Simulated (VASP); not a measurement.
# PbS (I4/mmm) in VASP: notebook

PbS is run at these levels: PBE; tasks: single point.

Program: VASP 6.6.1. These are calculated values, not measurements. Logs are shortened: lines on timing, memory, paths and dates and some standing lists are left out, and cuts for length are marked.

### Step 1. The cell of the first run

The typed cell holds 2 atoms: a = 4.073 Å, b = 4.073 Å, c = 4.073 Å, α = 120.02°, β = 120.02°, γ = 89.97°.

### Step 2. Single point, PBE (volume scaled by 0.88, then relaxed in part)

Contents of INCAR:

```
PREC = Accurate ; ENCUT = 520
EDIFF = 1E-6 ; ISMEAR = 0
SIGMA = 0.02 ; LREAL = F
LASPH = T ; NELM = 100
ALGO = Normal ; ISIF = 2
LWAVE = F ; LCHARG = T
GGA = PE ; LELF = T
LVHAR = T ; NBANDS = 17
```

Contents of KPOINTS:

```
regular mesh
0
Gamma
  12 12 12
```

Contents of POSCAR:

```
PbS
1.0
   -2.0357076968      2.0357076968      2.8805990799
    2.0357076968     -2.0357076968      2.8805990799
    2.0357076968      2.0357076968     -2.8805990799
Pb S
1 1
Direct
    0.2500000000      0.2500000000      0.0000000000
    0.7500000000      0.7500000000      0.0000000000
```

Potentials or basis: VASP PAW PBE potentials, release 64 (Pb_d, S).

Started as:

```
> cat potpaw_PBE.64/Pb_d/POTCAR potpaw_PBE.64/S/POTCAR > POTCAR
> mpirun -np 1 vasp_std > vasp.out
```

OUTCAR:

```text
PREC = Accurate
   ENCUT = 520
   EDIFF = 1E-6
   ISMEAR = 0
   LREAL = F
   LASPH = T
   NELM = 100
   ISIF = 2
   GGA = PE

 ion  position               nearest neighbor table
   1  0.250  0.250  0.000-   2 2.88   2 2.88   2 2.88   2 2.88   2 2.88   2 2.88
   2  0.750  0.750  0.000-   1 2.88   1 2.88   1 2.88   1 2.88   1 2.88   1 2.88

  LATTYP: Found a body centered tetragonal cell.
 ALAT       =     4.0714153936
 C/A-ratio  =     1.4150357070

  Lattice vectors:

 A1 = (  -2.0357076968,   2.0357076968,   2.8805990799)
 A2 = (   2.0357076968,  -2.0357076968,   2.8805990799)
 A3 = (   2.0357076968,   2.0357076968,  -2.8805990799)

Analysis of symmetry for initial positions (statically):
=====================================================================
 Subroutine PRICEL returns:
 Original cell was already a primitive cell.

 Routine SETGRP: Setting up the symmetry group for a
 body centered tetragonal supercell.

 Subroutine GETGRP returns: Found 16 space group operations
 (whereof  8 operations were pure point group operations)
 out of a pool of 16 trial point group operations.

The static configuration has the point symmetry C_4v.
 The point group associated with its full space group is D_4h.

Analysis of symmetry for dynamics (positions and initial velocities):
=====================================================================
 Subroutine PRICEL returns:
 Original cell was already a primitive cell.

 Routine SETGRP: Setting up the symmetry group for a
 body centered tetragonal supercell.

 Subroutine GETGRP returns: Found 16 space group operations
 (whereof  8 operations were pure point group operations)
 out of a pool of 16 trial point group operations.

The dynamic configuration has the point symmetry C_4v.
 The point group associated with its full space group is D_4h.

 Subroutine INISYM returns: Found 16 space group operations
 (whereof  8 operations are pure point group operations),
 and found     1 'primitive' translations

----------------------------------------------------------------------------------------

                                     Primitive cell

  volume of cell :      47.7500

  direct lattice vectors                    reciprocal lattice vectors
    -2.035707697  2.035707697  2.880599080     0.000000000  0.245614830  0.173575005
     2.035707697 -2.035707697  2.880599080     0.245614830  0.000000000  0.173575005
     2.035707697  2.035707697 -2.880599080     0.245614830  0.245614830  0.000000000

  length of vectors
     4.072599012  4.072599012  4.072599012     0.300757256  0.300757256  0.347351824

  position of ions in fractional coordinates (direct lattice)
     0.250000000  0.250000000  0.000000000
     0.750000000  0.750000000  0.000000000

  ion indices of the primitive-cell ions
   primitive index   ion index
                 1           1
                 2           2

----------------------------------------------------------------------------------------

 KPOINTS: regular mesh

Automatic generation of k-mesh.
 Grid dimensions read from file:
 generate k-points for:   12   12   12

 Generating k-lattice:

  Cartesian coordinates                     Fractional coordinates (reciprocal lattice)
     0.000000000  0.020467903  0.014464584     0.083333333  0.000000000 -0.000000000
     0.020467903  0.000000000  0.014464584     0.000000000  0.083333333 -0.000000000
     0.020467903  0.020467903  0.000000000     0.000000000  0.000000000  0.083333333

  Length of vectors
     0.025063105  0.025063105  0.028945985

  Shift w.r.t. Gamma in fractional coordinates (k-lattice)
     0.000000000  0.000000000  0.000000000

 Subroutine IBZKPT returns following result:
 ===========================================

 Found    163 irreducible k-points:

 Following reciprocal coordinates:
            Coordinates               Weight
  0.000000  0.000000  0.000000      1.000000
  0.083333 -0.000000  0.000000      8.000000
  0.166667 -0.000000  0.000000      8.000000
  0.250000 -0.000000  0.000000      8.000000
  0.333333 -0.000000  0.000000      8.000000
  0.416667  0.000000 -0.000000      8.000000
[... 16 lines left out ...]
  0.500000  0.166667  0.000000     16.000000
 -0.416667  0.166667  0.000000     16.000000
 [... further k-points ...]
   k-points           NKPTS =    163   k-points in BZ     NKDIM =    163   number of bands    NBANDS=     17
   number of dos      NEDOS =    301   number of ions     NIONS =      2
   total plane-waves  NPLWV =  27000
   dimension x,y,z NGX =    30 NGY =   30 NGZ =   30
   dimension x,y,z NGXF=    60 NGYF=   60 NGZF=   60
   ions per type =               1   1
   NGX,Y,Z   is equivalent  to a cutoff of  12.25, 12.25, 12.25 a.u.
   NGXF,Y,Z  is equivalent  to a cutoff of  24.49, 24.49, 24.49 a.u.
 SYSTEM =  unknown system
   PREC   = accura    normal or accurate (medium, high low for compatibility)
   ISTART =      0    job   : 0-new  1-cont  2-samecut
   ICHARG =      2    charge: 1-file 2-atom 10-const
   ISPIN  =      1    spin polarized calculation?
   LNONCOLLINEAR =      F non collinear calculations
   LSORBIT =      F    spin-orbit coupling
   LASPH  =      T    aspherical Exc in radial PAW
   ENCUT  =  520.0 eV  38.22 Ry    6.18 a.u.   7.57  7.57  7.57*2*pi/ulx,y,z
   NELM   =    100;   NELMIN=  2; NELMDL= -5     # of ELM steps
   EDIFF  = 0.1E-05   stopping-criterion for ELM
   LREAL  =      F    real-space projection
   EDIFFG = 0.1E-04   stopping-criterion for IOM
   NSW    =      0    number of steps for IOM
   IBRION =     -1    ionic relax: 0-MD 1-quasi-New 2-CG
   NFREE  =      0    steps in history (QN), initial steepest desc. (CG)
   ISIF   =      2    stress and relaxation
   ISYM   =      2    0-nonsym 1-usesym 2-fastsym
   POTIM  = 0.5000    time-step for ionic-motion
   TEBEG  =    0.0;   TEEND  =   0.0 temperature during run
   PSTRESS=    0.0 pullay stress
   NELECT =      20.0000    total number of electrons
   NUPDOWN=      -1.0000    fix difference up-down
   EMIN   =  10.00;   EMAX   =-10.00  energy-range for DOS
   EFERMI =   0.00;   METHOD = LEGACY
   ISMEAR =     0;   SIGMA  =   0.02  broadening in eV -4-tet -1-fermi 0-gaus
   EFERMI_NEDOS =   21; number of points for ismear=-14 and -15
   IALGO  =     38    algorithm
   IMIX   =      4    mixing-type and parameters
     AMIX     =   0.40;   BMIX     =  1.00
     AMIX_MAG =   1.60;   BMIX_MAG =  1.00
  volume/ion in A,a.u.               =      23.88       161.12
  Fermi-wavevector in a.u.,A,eV,Ry     =   1.224880  2.314688 20.413249  1.500332
  Thomas-Fermi vector in A             =   2.359939
   LORBIT       =      0    0 simple, 1 ext, 2 COOP (PROOUT), +10 PAW based schemes
   GGA     = PE    functional components
   LHFCALC =     F    Hartree Fock is set to
   AEXX    =    0.0000 exact exchange contribution
   IVDW    =     0    specifies the selected vdW correction
   LEPSILON=     F    determine dielectric tensor
   LRPA    =     F    only Hartree local field effects (RPA)
 non-spin polarized calculation
 Gauss-broadening in eV      SIGMA  =   0.02
  energy-cutoff  :      520.00
  volume of cell :       47.75
 maximum number of plane-waves:      1304
   NGX = 15   NGY = 15   NGZ = 15

 number of electron      19.9999996 magnetization

 Free energy of the ion-electron system (eV)
  ---------------------------------------------------
  ext. energy  EPLUGINS =         0.00000000
  ---------------------------------------------------
  free energy    TOTEN  =        -8.60909008 eV

  energy without entropy =       -8.60903982  energy(sigma->0) =       -8.60906495

 E-fermi :   7.1684     XC(G=0): -10.1066

 val. band max:        7.1644811774   @ k =   0.5000  -0.0000   0.0000
 cond. band min:       7.1723359996   @ k =   0.5000  -0.0000   0.0000
 fundamental gap:      0.0078548223
 Fermi energy:         7.1684085885

 k-point     1 :       0.0000    0.0000    0.0000
  band No.  band energies     occupation
      1      -9.9544      2.00000
      2      -9.9544      2.00000
      3      -9.9543      2.00000
      4      -9.9409      2.00000
      5      -9.9405      2.00000
      6      -7.4029      2.00000
[... 9 lines left out ...]
     16      13.5320      0.00000
     17      15.4131      0.00000

 k-point     2 :       0.0833   -0.0000    0.0000
  band No.  band energies     occupation
      1      -9.9541      2.00000
      2      -9.9523      2.00000
      3      -9.9523      2.00000
      4      -9.9418      2.00000
      5      -9.9415      2.00000
      6      -7.3345      2.00000
[... 9 lines left out ...]
     16      13.7511      0.00000
     17      16.1015      0.00000

 k-point     3 :       0.1667   -0.0000    0.0000
  band No.  band energies     occupation
      1      -9.9561      2.00000
      2      -9.9559      2.00000
      3      -9.9535      2.00000
      4      -9.9347      2.00000
      5      -9.9347      2.00000
      6      -7.1345      2.00000
[... 9 lines left out ...]
     16      14.1924      0.00000
     17      17.5158      0.00000

 k-point     4 :       0.2500   -0.0000    0.0000
  band No.  band energies     occupation
      1      -9.9667      2.00000
      2      -9.9665      2.00000
      3      -9.9531      2.00000
      4      -9.9196      2.00000
      5      -9.9195      2.00000
      6      -6.8215      2.00000
[... 9 lines left out ...]
     16      14.8257      0.00000
     17      19.1643      0.00000

 k-point     5 :       0.3333   -0.0000    0.0000
  band No.  band energies     occupation
      1      -9.9778      2.00000
      2      -9.9776      2.00000
      3      -9.9532      2.00000
      4      -9.9038      2.00000
      5      -9.9036      2.00000
      6      -6.4393      2.00000
[... 9 lines left out ...]
     16      15.6348      0.00000
     17      19.7820      0.00000

 k-point     6 :       0.4167    0.0000   -0.0000
  band No.  band energies     occupation
      1      -9.9860      2.00000
      2      -9.9858      2.00000
      3      -9.9535      2.00000
      4      -9.8921      2.00000
      5      -9.8919      2.00000
      6      -6.0850      2.00000
[... 9 lines left out ...]
     16      16.5079      0.00000
     17      18.5762      0.00000

 k-point     7 :       0.5000   -0.0000    0.0000
  band No.  band energies     occupation
      1      -9.9889      2.00000
      2      -9.9888      2.00000
      3      -9.9536      2.00000
      4      -9.8877      2.00000
      5      -9.8875      2.00000
      6      -5.9288      2.00000
[... 9 lines left out ...]
     16      16.9975      0.00000
     17      17.7833      0.00000

 k-point     8 :       0.0833    0.0833    0.0000
  band No.  band energies     occupation
      1      -9.9546      2.00000
      2      -9.9518      2.00000
      3      -9.9494      2.00000
      4      -9.9481      2.00000
      5      -9.9347      2.00000
      6      -7.2213      2.00000
[... 9 lines left out ...]
     16      14.4339      0.00000
     17      16.4889      0.00000
[... 203 lines left out ...]
      1      -9.9716      2.00000
      2      -9.9647      2.00000
      3      -9.9510      2.00000
      4      -9.9313      2.00000
      5      -9.9138      2.00000
      6      -6.7051      2.00000
[... 9 lines left out ...]
     16      16.1688      0.00000
     17      17.0467      0.00000

 k-point    20 :       0.2500    0.1667   -0.0000
  band No.  band energies     occupation
      1      -9.9901      2.00000
      2      -9.9705      2.00000
      3      -9.9462      2.00000
      4      -9.9180      2.00000
      5      -9.9082      2.00000
      6      -6.3464      2.00000
[... 9 lines left out ...]
     16      17.2248      0.00000
     17      17.8688      0.00000

 k-point    21 :       0.3333    0.1667    0.0000
  band No.  band energies     occupation
      1     -10.0098      2.00000
      2      -9.9737      2.00000
      3      -9.9424      2.00000
      4      -9.9059      2.00000
      5      -9.9026      2.00000
      6      -5.9819      2.00000
[... 9 lines left out ...]
     16      17.1391      0.00000
     17      18.4358      0.00000

 k-point    22 :       0.4167    0.1667    0.0000
  band No.  band energies     occupation
      1     -10.0256      2.00000
      2      -9.9724      2.00000
      3      -9.9426      2.00000
      4      -9.9059      2.00000
      5      -9.8902      2.00000
      6      -5.7506      2.00000
[... 9 lines left out ...]
     16      16.5315      0.00000
     17      18.6134      0.00000

 k-point    23 :       0.5000    0.1667    0.0000
  band No.  band energies     occupation
      1     -10.0334      2.00000
      2      -9.9664      2.00000
      3      -9.9476      2.00000
      4      -9.9072      2.00000
      5      -9.8847      2.00000
      6      -5.7935      2.00000
[... 9 lines left out ...]
     16      17.3405      0.00000
     17      17.9322      0.00000

 k-point    24 :      -0.4167    0.1667    0.0000
  band No.  band energies     occupation
      1     -10.0314      2.00000
      2      -9.9571      2.00000
      3      -9.9553      2.00000
      4      -9.9104      2.00000
      5      -9.8879      2.00000
      6      -6.0782      2.00000
[... 9 lines left out ...]
     16      17.2726      0.00000
     17      18.6427      0.00000

 [... further k-points ...]
[... 5 lines left out ...]
  --------------------------------------------------------------------------------------
  -------------------------------------------------------------------------------------
  Total        2.6126364      2.6126364      2.5794115      0.0000000     -0.0000000      0.0000000
  in kB       87.6629156     87.6629156     86.5481065      0.0000000     -0.0000000      0.0000000
  external PRESSURE =      87.2913126 kB  Pullay stress =       0.0000000 kB

 VOLUME and BASIS-vectors are now :
 -----------------------------------------------------------------------------
  energy-cutoff  :      520.00
  volume of cell :       47.75
      direct lattice vectors                 reciprocal lattice vectors
    -2.035707697  2.035707697  2.880599080     0.000000000  0.245614830  0.173575005
     2.035707697 -2.035707697  2.880599080     0.245614830  0.000000000  0.173575005
     2.035707697  2.035707697 -2.880599080     0.245614830  0.245614830  0.000000000

 POSITION                                       TOTAL-FORCE (eV/Angst)
 -----------------------------------------------------------------------------------
      0.00000      0.00000      1.44030        -0.000000      0.000000     -0.000000
      0.00000      0.00000      4.32090         0.000000      0.000000      0.000000
 -----------------------------------------------------------------------------------
    total drift:                                0.000000     -0.000000      0.000000

  FREE ENERGIE OF THE ION-ELECTRON SYSTEM (eV)
  ---------------------------------------------------
  free  energy   TOTEN  =        -8.6090900822 eV

  energy  without entropy=       -8.6090398185  energy(sigma->0) =       -8.60906495
```

It took 71 s on 1 thread of AMD EPYC 9R45 (Zen 5), shared host; peak memory 0.23 GiB.

Results:

```yaml
Free_energy: -8.6091 eV
Pressure: 8.7 GPa
Band_gap_on_the_k_mesh: 0.01 eV, direct
```

Stress tensor (GPa, compression positive):
```
8.77 0.00 0.00
0.00 8.77 0.00
0.00 0.00 8.65
```

Levels at points of the mesh, in eV from the valence-band top:
```tsv
k point	band 8	band 9	band 10	band 11	band 12	band 13
(0.00, 0.00, 0.00)	-2.76	-2.76	-2.75	5.35	5.36	5.36
(0.50, 0.00, 0.00)	-2.29	-2.28	0.00	0.01	1.62	1.63
(0.50, 0.50, 0.00)	-6.12	-4.18	-4.17	3.33	5.76	5.90
(0.50, 0.50, 0.50)	-6.12	-4.17	-4.17	3.33	5.76	5.91
```

Caveat: spin-orbit coupling is left out, which moves the levels of the heavy elements. A k mesh can miss the band edges.

### Step 3. Single point, PBE (volume scaled by 0.91, then relaxed in part)

Contents of INCAR:

```
SYSTEM = PbS
PREC = Accurate
ENCUT = 520
EDIFF = 1E-7
ISMEAR = 0
SIGMA = 0.02
LREAL = .FALSE.
LASPH = .TRUE.
NELM = 80
ALGO = Normal
ISIF = 2
LWAVE = .FALSE.
LCHARG = .TRUE.
GGA = PE
LELF = .TRUE.
LVHAR = .TRUE.
NBANDS = 17
```

Contents of KPOINTS:

```
regular mesh
0
G
  12 12 12
  0 0 0
```

Contents of POSCAR:

```
PbS
1.0
   -2.0585827317      2.0585827317      2.9129680710
    2.0585827317     -2.0585827317      2.9129680710
    2.0585827317      2.0585827317     -2.9129680710
Pb S
1 1
Direct
    0.2500000000      0.2500000000      0.0000000000
    0.7500000000      0.7500000000      0.0000000000
```

Potentials or basis: VASP PAW PBE potentials, release 64 (Pb_d, S).

Started as:

```
> cat potpaw_PBE.64/Pb_d/POTCAR potpaw_PBE.64/S/POTCAR > POTCAR
> mpirun -np 1 vasp_std > vasp.out
```

Wall time 81 s (1 thread of AMD EPYC 9R45 (Zen 5), shared host); peak memory 0.24 GiB.

It converged, with:

* Free energy: -8.6845 eV
* Pressure: 6.0 GPa
* Band gap on the k mesh: 0.14 eV, direct

Stress tensor (GPa, compression positive):
```
6.03 0.00 0.00
0.00 6.03 0.00
0.00 0.00 5.94
```

Levels at points of the mesh, in eV from the valence-band top:
```
           k point  band 6  band 7  band 8  band 9  band 10  band 11  band 12  band 13  band 14  band 15
(0.00, 0.00, 0.00)  -14.19   -6.00   -2.53   -2.53    -2.53     5.29     5.31     5.31     6.51     6.51
(0.50, 0.00, 0.00)  -12.80   -9.27   -2.09   -2.09     0.00     0.14     1.76     1.76     8.66     9.95
(0.50, 0.50, 0.00)  -12.26   -7.36   -5.76   -3.89    -3.89     3.54     5.69     5.82     5.83    11.14
(0.50, 0.50, 0.50)  -12.27   -7.36   -5.76   -3.89    -3.89     3.54     5.69     5.83     5.83    11.14
```

Caveat: spin-orbit coupling is left out, which moves the levels of the heavy elements.
